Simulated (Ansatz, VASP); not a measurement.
W: VASP beside Ansatz

The input INCAR:

```
PREC = Accurate ; ENCUT = 520
EDIFF = 1E-7 ; ISMEAR = 0
SIGMA = 0.15 ; LREAL = F
LASPH = T ; NELM = 60
ALGO = Fast ; ISIF = 2
LWAVE = F ; LCHARG = T
GGA = PE ; LELF = T
LVHAR = T ; NBANDS = 13
```

The input KPOINTS:

```
Automatic mesh
0
Gamma
  24 24 24
```

The input POSCAR:

```
W
1.0
   -1.4635426204      1.4635426204      1.9026054066
    1.4635426204     -1.4635426204      1.9026054066
    1.4635426204      1.4635426204     -1.9026054066
W
1
Direct
    0.0000000000      0.0000000000      0.0000000000
```

Input for Ansatz:

```yaml
crystal:
  lattice:
    - [-1.4635426204, 1.4635426204, 1.9026054066]
    - [1.4635426204, -1.4635426204, 1.9026054066]
    - [1.4635426204, 1.4635426204, -1.9026054066]
  atoms:
    - { symbol: W, position: [0.0, 0.0, 0.0] }
basis:
  ecutwfc: 420
kpoints:
  mp_grid: { grid: [24, 24, 24] }
hamiltonian:
  xc: pbe
scf:
  occupations: { method: gaussian, width: 0.15 }
output:
  forces: true
  stress: true
  eigenvalues: true
```

Alike in both runs: task single point; functional PBE; k mesh 24 × 24 × 24; occupations gaussian, width 0.15 eV; no spin polarisation.

|  | VASP | Ansatz |
| --- | --- | --- |
| version | VASP 6.6.1 | Ansatz 0.2.0 |
| potentials or method | VASP PAW PBE potentials, release 64 (W_sv), cutoff 520 eV | scalar-relativistic, plane waves, PAW |
| valence electrons in the cell | 14 | 14 |

Ansatz gave:

- gap on the k mesh at the Fermi level (eV): none
- pressure (GPa): 2.2
- traceless stress, the component that is largest in VASP (GPa): -15.17

Q: What did VASP give for the same quantities?

A: gap on the k mesh at the Fermi level (eV): none; pressure (GPa): 2.7; traceless stress, the component that is largest in VASP (GPa): -15.27.

A gap of «none» marks a metal or a gap that the smearing closes. The functional is the same, so the differences come from potentials, cutoffs and numerics.

Neither program's run includes spin-orbit coupling.
